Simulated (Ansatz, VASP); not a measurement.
SrO in VASP and in Ansatz

The input INCAR:

```
SYSTEM = SrO
PREC = Accurate ; ENCUT = 520
EDIFF = 1E-6 ; ISMEAR = 0
SIGMA = 0.1 ; LREAL = .False.
LASPH = .True. ; NELM = 150
ALGO = Normal ; ISIF = 2
LWAVE = .False. ; LCHARG = .True.
ISPIN = 2 ; MAGMOM = 0 0 1 1
LORBIT = 11 ; GGA = PE
LELF = .True. ; LVHAR = .True.
NBANDS = 28
```

The input KPOINTS:

```
Automatic mesh
0
Gamma
  4 4 4
  0 0 0
```

POSCAR

```
SrO
1.0
    3.7926915759     -4.3004547909      0.0000000000
    3.7926915759      4.3004547909      0.0000000000
    0.0000000000      0.0000000000      3.7835741427
Sr O
2 2
Direct
    0.0000000000      0.0000000000      0.0000000000
    0.5000000000      0.5000000000      0.5000000000
    0.7045329266      0.7045329266      0.0000000000
    0.2954670734      0.2954670734      0.0000000000
```

Input for Ansatz:

```yaml
crystal:
  lattice:
    - [3.7926915759, -4.3004547909, 0.0]
    - [3.7926915759, 4.3004547909, 0.0]
    - [0.0, 0.0, 3.7835741427]
  atoms:
    - { symbol: Sr, position: [0.0, 0.0, 0.0] }
    - { symbol: Sr, position: [0.5, 0.5, 0.5] }
    - { symbol: O, position: [0.7045329266, 0.7045329266, 0.0], spin: 1.0 }
    - { symbol: O, position: [0.2954670734, 0.2954670734, 0.0], spin: 1.0 }
basis:
  ecutwfc: 420
kpoints:
  mp_grid: { grid: [4, 4, 4] }
hamiltonian:
  xc: pbe
scf:
  occupations: { method: gaussian, width: 0.1 }
  lower_state_search: "off"
output:
  forces: true
  stress: true
  eigenvalues: true
  populations: true
magnetization:
  spin_polarized: true
```

Change from the starting cell: ordered vacancies on the anion sites of rutile (Cmmm, No. 65).

Alike in both runs: task single point; functional PBE; k mesh 4 × 4 × 4; occupations gaussian, width 0.1 eV; collinear spin.

|  | VASP | Ansatz |
| --- | --- | --- |
| version | VASP 6.6.1 | Ansatz 0.2.0 |
| potentials or method | VASP PAW PBE potentials, release 64 (Sr_sv, O), cutoff 520 eV | scalar-relativistic, plane waves, PAW |
| valence electrons in the cell | 32 | 32 |

Ansatz gave:

```
gap on the k mesh at the Fermi level (eV)                     : none
pressure (GPa)                                                : 0.0
traceless stress, the component that is largest in VASP (GPa) : -0.15
rms of the force components (eV/Å)                            : 0.002
net moment per atom (μB)                                      : 0.02
size of the moment on the site where the two differ most (μB) : 0.03
```

Task: What did VASP give for the same quantities?

Result: gap on the k mesh at the Fermi level (eV): none; pressure (GPa): 0.4; traceless stress, the component that is largest in VASP (GPa): 0.35; rms of the force components (eV/Å): 0.035; net moment per atom (μB): 0.03; size of the moment on the site where the two differ most (μB): 0.04.

Site moments also hang on the region over which each program counts them. Atom by atom the forces differ by 0.033 eV/Å (rms over components). A gap of «none» marks a metal or a gap that the smearing closes. Ansatz's warnings: seeded moment not kept.

The k mesh is coarse, so the values compare programs but aren't converged.
